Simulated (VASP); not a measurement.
# GaN (Pmc2_1) in VASP: notebook

GaN is run at these levels: PBE; tasks: single point.

Everything below comes from runs of VASP 6.6.1. Logs are shortened: lines on timing, memory, paths and dates and some standing lists are left out, and cuts for length are marked.

## 1. The cell of the first run

Symmetry: Pmc2_1, No. 26, orthorhombic system. Conventional cell: a = 3.219 Å, b = 5.575 Å, c = 5.243 Å, α = 90.00°, β = 90.00°, γ = 90.00°. Within 2.5 Å of Ga (site symmetry m) lie 4 N at 1.91 to 2.10 Å. Within 2.5 Å of Ga (site symmetry m) lie 4 N at 1.88 to 2.04 Å. N (site symmetry m) has 4 Ga at 1.97 to 2.10 Å within 2.6 Å. N (site symmetry m) has 4 Ga at 1.88 to 2.04 Å within 2.5 Å.

## 2. Single point, PBE (mode 11 frozen in at -0.064 Å and mode 13 at +0.078 Å (largest displacements))

INCAR

```
ALGO     = Normal         # electronic algorithm
EDIFF    = 1E-7           # SCF threshold, eV
ENCUT    = 520            # plane-wave cutoff, eV
GGA      = PE             # functional
ISIF     = 2              # what is computed and relaxed
ISMEAR   = 0              # smearing method
LASPH    = True           # aspherical terms in the spheres
LCHARG   = False          # write CHGCAR
LREAL    = False          # projectors in reciprocal space
LWAVE    = False          # write WAVECAR
NBANDS   = 46             # bands
NELM     = 80             # most SCF steps
PREC     = Accurate       # precision mode
SIGMA    = 0.05           # smearing width, eV
```

KPOINTS

```
k-points
0
Gamma
  8 6 6
```

POSCAR

```
GaN
1.0
   -3.2185392732      0.0000000000      0.0000000000
    0.0000000000      0.0000000000     -5.2433778863
    0.0000000001     -5.5746735474      0.0000000000
Ga N
4 4
Direct
    0.5000000000      0.0082354635      0.1773845420
    0.0000000000     -0.0005011070      0.6559443522
    0.0000000000      0.4994988930      0.3440556478
    0.5000000000      0.5082354635      0.8226154580
    0.5000000000      0.6072886716      0.1684647778
    0.0000000000      0.6110802380      0.6648404198
    0.0000000000      0.1110802380      0.3351595802
    0.5000000000      0.1072886716      0.8315352222
```

Potentials or basis: VASP PAW PBE potentials, release 64 (Ga_d, N).

Command:

```console
$ cat potpaw_PBE.64/Ga_d/POTCAR potpaw_PBE.64/N/POTCAR > POTCAR
$ mpirun -np 1 vasp_std > vasp.out
```

OUTCAR:

```text
EDIFF = 1E-7
   ENCUT = 520
   GGA = PE
   ISIF = 2
   ISMEAR = 0
   LASPH = True
   LREAL = False
   NELM = 80
   PREC = Accurate

 ion  position               nearest neighbor table
   1  0.500  0.008  0.177-   7 1.91   7 1.91   8 2.00   5 2.10
   2  0.000  0.999  0.656-   7 1.88   8 1.97   8 1.97   6 2.04
   3  0.000  0.499  0.344-   6 1.88   5 1.97   5 1.97   7 2.04
   4  0.500  0.508  0.823-   6 1.91   6 1.91   5 2.00   8 2.10
   5  0.500  0.607  0.168-   3 1.97   3 1.97   4 2.00   1 2.10
   6  0.000  0.611  0.665-   3 1.88   4 1.91   4 1.91   2 2.04
   7  0.000  0.111  0.335-   2 1.88   1 1.91   1 1.91   3 2.04
   8  0.500  0.107  0.832-   2 1.97   2 1.97   1 2.00   4 2.10

  LATTYP: Found a simple orthorhombic cell.
 ALAT       =     3.2185392732
 B/A-ratio  =     1.6291172613
 C/A-ratio  =     1.7320508076

  Lattice vectors:

 A1 = (  -3.2185392732,   0.0000000000,   0.0000000000)
 A2 = (   0.0000000000,   0.0000000000,  -5.2433778863)
 A3 = (   0.0000000001,  -5.5746735474,   0.0000000000)

Analysis of symmetry for initial positions (statically):
=====================================================================
 Subroutine PRICEL returns:
 Original cell was already a primitive cell.

 Routine SETGRP: Setting up the symmetry group for a
 simple orthorhombic supercell.

 Subroutine GETGRP returns: Found  4 space group operations
 (whereof  2 operations were pure point group operations)
 out of a pool of  8 trial point group operations.

The static configuration has the point symmetry C_1h.
 The point group associated with its full space group is C_2v.

Analysis of symmetry for dynamics (positions and initial velocities):
=====================================================================
 Subroutine PRICEL returns:
 Original cell was already a primitive cell.

 Routine SETGRP: Setting up the symmetry group for a
 simple orthorhombic supercell.

 Subroutine GETGRP returns: Found  4 space group operations
 (whereof  2 operations were pure point group operations)
 out of a pool of  8 trial point group operations.

The dynamic configuration has the point symmetry C_1h.
 The point group associated with its full space group is C_2v.

 Subroutine INISYM returns: Found  4 space group operations
 (whereof  2 operations are pure point group operations),
 and found     1 'primitive' translations

----------------------------------------------------------------------------------------

                                     Primitive cell

  volume of cell :      94.0783

  direct lattice vectors                    reciprocal lattice vectors
    -3.218539273  0.000000000  0.000000000    -0.310699953 -0.000000000  0.000000000
     0.000000000  0.000000000 -5.243377886     0.000000000  0.000000000 -0.190716752
     0.000000000 -5.574673547  0.000000000     0.000000000 -0.179382701  0.000000000

  length of vectors
     3.218539273  5.243377886  5.574673547     0.310699953  0.190716752  0.179382701

  position of ions in fractional coordinates (direct lattice)
     0.500000000  0.008235464  0.177384542
     0.000000000  0.999498893  0.655944352
     0.000000000  0.499498893  0.344055648
     0.500000000  0.508235464  0.822615458
     0.500000000  0.607288672  0.168464778
     0.000000000  0.611080238  0.664840420
     0.000000000  0.111080238  0.335159580
     0.500000000  0.107288672  0.831535222

  ion indices of the primitive-cell ions
   primitive index   ion index
                 1           1
                 2           2
                 3           3
                 4           4
                 5           5
                 6           6
                 7           7
                 8           8

----------------------------------------------------------------------------------------

 KPOINTS: k-points

Automatic generation of k-mesh.
 Grid dimensions read from file:
 generate k-points for:    8    6    6

 Generating k-lattice:

  Cartesian coordinates                     Fractional coordinates (reciprocal lattice)
    -0.038837494 -0.000000000  0.000000000     0.125000000  0.000000000  0.000000000
     0.000000000  0.000000000 -0.031786125     0.000000000  0.166666667  0.000000000
     0.000000000 -0.029897117  0.000000000     0.000000000  0.000000000  0.166666667

  Length of vectors
     0.038837494  0.031786125  0.029897117

  Shift w.r.t. Gamma in fractional coordinates (k-lattice)
     0.000000000  0.000000000  0.000000000

 Subroutine IBZKPT returns following result:
 ===========================================

 Found     80 irreducible k-points:

 Following reciprocal coordinates:
            Coordinates               Weight
  0.000000  0.000000  0.000000      1.000000
  0.125000  0.000000  0.000000      2.000000
  0.250000  0.000000  0.000000      2.000000
  0.375000  0.000000 -0.000000      2.000000
  0.500000  0.000000  0.000000      1.000000
  0.000000  0.166667  0.000000      2.000000
[... 16 lines left out ...]
  0.250000  0.000000  0.166667      4.000000
  0.375000  0.000000  0.166667      4.000000
 [... further k-points ...]
   k-points           NKPTS =     80   k-points in BZ     NKDIM =     80   number of bands    NBANDS=     46
   number of dos      NEDOS =    301   number of ions     NIONS =      8
   total plane-waves  NPLWV =  40320
   dimension x,y,z NGX =    24 NGY =   40 NGZ =   42
   dimension x,y,z NGXF=    48 NGYF=   80 NGZF=   84
   ions per type =               4   4
   NGX,Y,Z   is equivalent  to a cutoff of  12.40, 12.68, 12.53 a.u.
   NGXF,Y,Z  is equivalent  to a cutoff of  24.79, 25.36, 25.05 a.u.
 SYSTEM =  unknown system
   PREC   = accura    normal or accurate (medium, high low for compatibility)
   ISTART =      0    job   : 0-new  1-cont  2-samecut
   ICHARG =      2    charge: 1-file 2-atom 10-const
   ISPIN  =      1    spin polarized calculation?
   LNONCOLLINEAR =      F non collinear calculations
   LSORBIT =      F    spin-orbit coupling
   LASPH  =      T    aspherical Exc in radial PAW
   ENCUT  =  520.0 eV  38.22 Ry    6.18 a.u.   5.98  9.75 10.37*2*pi/ulx,y,z
   NELM   =     80;   NELMIN=  2; NELMDL= -5     # of ELM steps
   EDIFF  = 0.1E-06   stopping-criterion for ELM
   LREAL  =      F    real-space projection
   EDIFFG = 0.1E-05   stopping-criterion for IOM
   NSW    =      0    number of steps for IOM
   IBRION =     -1    ionic relax: 0-MD 1-quasi-New 2-CG
   NFREE  =      0    steps in history (QN), initial steepest desc. (CG)
   ISIF   =      2    stress and relaxation
   ISYM   =      2    0-nonsym 1-usesym 2-fastsym
   POTIM  = 0.5000    time-step for ionic-motion
   TEBEG  =    0.0;   TEEND  =   0.0 temperature during run
   PSTRESS=    0.0 pullay stress
   NELECT =      72.0000    total number of electrons
   NUPDOWN=      -1.0000    fix difference up-down
   EMIN   =  10.00;   EMAX   =-10.00  energy-range for DOS
   EFERMI =   0.00;   METHOD = LEGACY
   ISMEAR =     0;   SIGMA  =   0.05  broadening in eV -4-tet -1-fermi 0-gaus
   EFERMI_NEDOS =   21; number of points for ismear=-14 and -15
   IALGO  =     38    algorithm
   IMIX   =      4    mixing-type and parameters
     AMIX     =   0.40;   BMIX     =  1.00
     AMIX_MAG =   1.60;   BMIX_MAG =  1.00
  volume/ion in A,a.u.               =      11.76        79.36
  Fermi-wavevector in a.u.,A,eV,Ry     =   1.497462  2.829793 30.509608  2.242393
  Thomas-Fermi vector in A             =   2.609347
   LORBIT       =      0    0 simple, 1 ext, 2 COOP (PROOUT), +10 PAW based schemes
   GGA     = PE    functional components
   LHFCALC =     F    Hartree Fock is set to
   AEXX    =    0.0000 exact exchange contribution
   IVDW    =     0    specifies the selected vdW correction
   LEPSILON=     F    determine dielectric tensor
   LRPA    =     F    only Hartree local field effects (RPA)
 non-spin polarized calculation
 Gauss-broadening in eV      SIGMA  =   0.05
  energy-cutoff  :      520.00
  volume of cell :       94.08
 maximum number of plane-waves:      2568
 NGX is ok and might be reduce to    24
   NGX = 11   NGY = 19   NGZ = 21

 number of electron      72.0000000 magnetization

 Free energy of the ion-electron system (eV)
  ---------------------------------------------------
  ext. energy  EPLUGINS =         0.00000000
  ---------------------------------------------------
  free energy    TOTEN  =       -48.29380870 eV

  energy without entropy =      -48.29380870  energy(sigma->0) =      -48.29380870

 E-fermi :   5.3652     XC(G=0): -11.5100

 val. band max:        5.1585475013   @ k =   0.0000   0.0000   0.0000
 cond. band min:       6.7235479535   @ k =   0.0000   0.0000   0.0000
 fundamental gap:      1.5650004522
 Fermi energy:         5.3651678539

 k-point     1 :       0.0000    0.0000    0.0000
  band No.  band energies     occupation
      1     -10.9272      2.00000
      2     -10.3353      2.00000
      3      -9.6730      2.00000
      4      -9.6331      2.00000
      5      -8.4664      2.00000
      6      -8.4662      2.00000
[... 38 lines left out ...]
     45      14.7225      0.00000
     46      14.8172      0.00000

 k-point     2 :       0.1250    0.0000    0.0000
  band No.  band energies     occupation
      1     -10.8301      2.00000
      2     -10.2991      2.00000
      3      -9.6589      2.00000
      4      -9.6082      2.00000
      5      -8.4573      2.00000
      6      -8.4456      2.00000
[... 38 lines left out ...]
     45      14.7382      0.00000
     46      14.8483      0.00000

 k-point     3 :       0.2500    0.0000    0.0000
  band No.  band energies     occupation
      1     -10.5991      2.00000
      2     -10.2193      2.00000
      3      -9.6236      2.00000
      4      -9.5578      2.00000
      5      -8.4363      2.00000
      6      -8.4162      2.00000
[... 38 lines left out ...]
     45      14.3148      0.00000
     46      14.4963      0.00000

 k-point     4 :       0.3750    0.0000   -0.0000
  band No.  band energies     occupation
      1     -10.3872      2.00000
      2     -10.1509      2.00000
      3      -9.5851      2.00000
      4      -9.5209      2.00000
      5      -8.4300      2.00000
      6      -8.3958      2.00000
[... 920 lines left out ...]
     45      14.5242      0.00000
     46      15.1449      0.00000

 k-point    23 :       0.2500    0.0000    0.1667
  band No.  band energies     occupation
      1     -10.5710      2.00000
      2     -10.2220      2.00000
      3      -9.6281      2.00000
      4      -9.5549      2.00000
      5      -8.4337      2.00000
      6      -8.4097      2.00000
[... 38 lines left out ...]
     45      14.1842      0.00000
     46      14.6582      0.00000

 k-point    24 :       0.3750    0.0000    0.1667
  band No.  band energies     occupation
      1     -10.3801      2.00000
      2     -10.1514      2.00000
      3      -9.5911      2.00000
      4      -9.5200      2.00000
      5      -8.4239      2.00000
      6      -8.3897      2.00000
[... 38 lines left out ...]
     45      14.2641      0.00000
     46      14.5002      0.00000

 [... further k-points ...]

------------------------ aborting loop because EDIFF is reached ----------------------------------------

  FORCE on cell =-STRESS in cart. coord.  units (eV):
  Direction    XX          YY          ZZ          XY          YZ          ZX
  --------------------------------------------------------------------------------------
  -------------------------------------------------------------------------------------
  Total        2.0952169      2.2429410     -1.8174406     -0.0000000      0.0000000      0.0000000
  in kB       35.6820790     38.1978583    -30.9514790     -0.0000000      0.0000000      0.0000000
  external PRESSURE =      14.3094861 kB  Pullay stress =       0.0000000 kB

 VOLUME and BASIS-vectors are now :
 -----------------------------------------------------------------------------
  energy-cutoff  :      520.00
  volume of cell :       94.08
      direct lattice vectors                 reciprocal lattice vectors
    -3.218539273  0.000000000  0.000000000    -0.310699953 -0.000000000  0.000000000
     0.000000000  0.000000000 -5.243377886     0.000000000  0.000000000 -0.190716752
     0.000000000 -5.574673547  0.000000000     0.000000000 -0.179382701  0.000000000

 POSITION                                       TOTAL-FORCE (eV/Angst)
 -----------------------------------------------------------------------------------
     -1.60927     -0.98886     -0.04318        -0.000000      1.473113      1.186083
      0.00000     -3.65668     -5.24075         0.000000     -1.624450      0.420009
      0.00000     -1.91800     -2.61906        -0.000000      1.624450      0.420009
     -1.60927     -4.58581     -2.66487         0.000000     -1.473113      1.186083
     -1.60927     -0.93914     -3.18424        -0.000000      0.013392     -0.703547
      0.00000     -3.70627     -3.20412         0.000000     -0.202132     -0.902545
      0.00000     -1.86841     -0.58244        -0.000000      0.202132     -0.902545
     -1.60927     -4.63554     -0.56256         0.000000     -0.013392     -0.703547
 -----------------------------------------------------------------------------------
    total drift:                               -0.000000      0.000023      0.001640

  FREE ENERGIE OF THE ION-ELECTRON SYSTEM (eV)
  ---------------------------------------------------
  free  energy   TOTEN  =       -48.2938087037 eV

  energy  without entropy=      -48.2938087037  energy(sigma->0) =      -48.29380870
```

It took 4.8 min on 1 thread of Oxide Virtual Turin-like, shared host; peak memory 0.33 GiB.

What came out:

```yaml
Free_energy: -48.2938 eV
Pressure: 1.4 GPa
Largest_force: 1.891 eV/Å
Band_gap_on_the_k_mesh: 1.56 eV
```

Forces in eV/Å, atoms in the order of the input:
```
Ga   0.000  1.473  1.186
Ga   0.000 -1.624  0.420
Ga   0.000  1.624  0.420
Ga   0.000 -1.473  1.186
N    0.000  0.013 -0.704
N    0.000 -0.202 -0.903
N    0.000  0.202 -0.903
N    0.000 -0.013 -0.704
```

Stress tensor (GPa, compression positive):
```
 3.57  0.00  0.00
 0.00  3.82  0.00
 0.00  0.00 -3.10
```

Caveat: the cell differs from its parent crystal (mode 11 frozen in at -0.064 Å and mode 13 at +0.078 Å (largest displacements)); forces of over 1 eV/Å act on the atoms, so gaps and moduli don't describe the material at rest.

## 3. Single point, PBE (mode 11 frozen in at -0.064 Å and mode 13 at +0.039 Å (largest displacements))

INCAR

```
  ALGO = Normal
  EDIFF = 1E-7
  ENCUT = 520
  GGA = PE
  ISIF = 2
  ISMEAR = 0
  LASPH = T
  LCHARG = F
  LREAL = F
  LWAVE = F
  NBANDS = 46
  NELM = 60
  PREC = Accurate
  SIGMA = 0.05
```

KPOINTS is that of step 2.

POSCAR

```
GaN
1.0
   -3.2185392732      0.0000000000      0.0000000000
    0.0000000000      0.0000000000     -5.2433778863
    0.0000000001     -5.5746735474      0.0000000000
Ga N
4 4
Direct
    0.5000000000      0.0067335540      0.1773856518
    0.0000000000     -0.0020030165      0.6559454620
    0.0000000000      0.4979969835      0.3440545380
    0.5000000000      0.5067335540      0.8226143482
    0.5000000000      0.6147647645      0.1684718118
    0.0000000000      0.6185563310      0.6648474537
    0.0000000000      0.1185563310      0.3351525463
    0.5000000000      0.1147647645      0.8315281882
```

Potentials or basis: VASP PAW PBE potentials, release 64 (Ga_d, N).

Command:

```console
$ cat potpaw_PBE.64/Ga_d/POTCAR potpaw_PBE.64/N/POTCAR > POTCAR
$ mpirun -np 1 vasp_std > vasp.out
```

Run time: 5.2 min. Hardware: 1 thread of Oxide Virtual Turin-like, shared host; peak memory 0.33 GiB.

It converged, with:

```yaml
Free_energy: -48.4152 eV
Pressure: 0.9 GPa
Largest_force: 1.680 eV/Å
Band_gap_on_the_k_mesh: 1.63 eV
```

Forces on the atoms (eV/Å):
```
Ga   0.000  1.407  0.918
Ga   0.000 -1.535  0.020
Ga   0.000  1.535  0.020
Ga   0.000 -1.407  0.918
N    0.000 -0.010 -0.431
N    0.000 -0.160 -0.506
N    0.000  0.160 -0.506
N    0.000  0.010 -0.431
```

Stress tensor (GPa, compression positive):
```
 2.11  0.00  0.00
 0.00  2.28  0.00
 0.00  0.00 -1.67
```

Levels at points of the mesh, in eV from the valence-band top:
```tsv
k point	band 32	band 33	band 34	band 35	band 36	band 37	band 38	band 39	band 40	band 41
(0.00, 0.00, 0.00)	-1.06	-0.74	-0.11	-0.07	0.00	1.63	3.88	4.88	5.31	5.95
(0.50, 0.00, 0.00)	-3.64	-2.25	-2.14	-2.02	-1.53	5.51	6.18	6.21	6.43	7.32
(0.00, 0.50, 0.00)	-1.79	-0.59	-0.59	-0.52	-0.52	3.92	3.92	4.33	4.33	7.39
(0.50, 0.50, 0.00)	-3.31	-1.81	-1.81	-1.32	-1.32	5.45	5.45	5.83	5.83	7.62
(0.00, 0.00, 0.50)	-1.94	-0.71	-0.68	-0.53	-0.43	3.88	4.14	5.59	5.67	7.12
(0.50, 0.00, 0.50)	-2.59	-2.18	-1.88	-1.25	-1.02	4.55	5.13	5.18	5.43	5.66
(0.00, 0.50, 0.50)	-1.82	-1.76	-1.76	-0.98	-0.98	4.82	4.82	5.26	5.26	7.22
(0.50, 0.50, 0.50)	-1.94	-1.90	-1.90	-1.52	-1.52	3.99	3.99	4.55	4.55	7.20
```

Caveat: the cell differs from its parent crystal (mode 11 frozen in at -0.064 Å and mode 13 at +0.039 Å (largest displacements)); forces of over 1 eV/Å act on the atoms, so gaps and moduli don't describe the material at rest.

## 4. Single point, PBE (mode 11 frozen in at -0.064 Å and mode 13 at -0.098 Å (largest displacements))

INCAR

```
SYSTEM = GaN
PREC = Accurate
ENCUT = 520
EDIFF = 1E-6
ISMEAR = 0
SIGMA = 0.05
LREAL = .FALSE.
LASPH = .TRUE.
NELM = 60
ALGO = Normal
ISIF = 2
LWAVE = .FALSE.
LCHARG = .FALSE.
GGA = PE
NBANDS = 46
```

KPOINTS

```
Automatic mesh
0
G
  8 6 6
  0 0 0
```

POSCAR

```
GaN
1.0
   -3.2185392732      0.0000000000      0.0000000000
    0.0000000000      0.0000000000     -5.2433778863
    0.0000000001     -5.5746735474      0.0000000000
Ga N
4 4
Direct
    0.5000000000      0.0014768709      0.1773895361
    0.0000000000     -0.0072596996      0.6559493463
    0.0000000000      0.4927403004      0.3440506537
    0.5000000000      0.5014768709      0.8226104639
    0.5000000000      0.6409310898      0.1684964306
    0.0000000000      0.6447226563      0.6648720726
    0.0000000000      0.1447226563      0.3351279274
    0.5000000000      0.1409310898      0.8315035694
```

Command:

```console
$ cat potpaw_PBE.64/Ga_d/POTCAR potpaw_PBE.64/N/POTCAR > POTCAR
$ mpirun -np 1 vasp_std > vasp.out
```

Wall time 10 min (1 thread of Oxide Virtual Turin-like, shared host); peak memory 0.33 GiB.

Results (log left out):

```
Free energy            : -48.1091 eV
Pressure               : 1.9 GPa
Largest force          : 2.759 eV/Å
Band gap on the k mesh : 1.50 eV
```

Forces on the atoms (eV/Å):
```
Ga   0.000  1.157 -0.893
Ga   0.000 -1.204 -2.483
Ga   0.000  1.204 -2.483
Ga   0.000 -1.157 -0.893
N    0.000 -0.060  1.347
N    0.000 -0.069  2.029
N    0.000  0.069  2.029
N    0.000  0.060  1.347
```

Stress tensor (GPa, compression positive):
```
-2.72  0.00  0.00
 0.00 -2.75  0.00
 0.00  0.00 11.20
```

Levels at points of the mesh, in eV from the valence-band top:
```
           k point  band 33  band 34  band 35  band 36  band 37  band 38  band 39  band 40
(0.00, 0.00, 0.00)    -0.61    -0.50    -0.04     0.00     1.50     4.09     4.90     5.20
(0.50, 0.00, 0.00)    -2.61    -2.07    -1.87    -1.79     4.74     5.45     6.12     6.36
(0.00, 0.50, 0.00)    -0.60    -0.60    -0.53    -0.53     3.78     3.78     4.11     4.11
(0.50, 0.50, 0.00)    -2.13    -2.13    -1.70    -1.70     5.25     5.25     5.63     5.63
(0.00, 0.00, 0.50)    -1.25    -1.06    -0.47    -0.25     3.82     4.06     5.68     5.76
(0.50, 0.00, 0.50)    -2.64    -2.42    -0.91    -0.73     4.58     5.01     5.19     5.33
(0.00, 0.50, 0.50)    -1.67    -1.67    -0.92    -0.92     4.62     4.62     5.04     5.04
(0.50, 0.50, 0.50)    -1.92    -1.92    -1.68    -1.68     3.72     3.72     4.28     4.28
```

Caveat: the cell differs from its parent crystal (mode 11 frozen in at -0.064 Å and mode 13 at -0.098 Å (largest displacements)); forces of over 1 eV/Å act on the atoms, so gaps and moduli don't describe the material at rest.

[end of part 1 of 3]
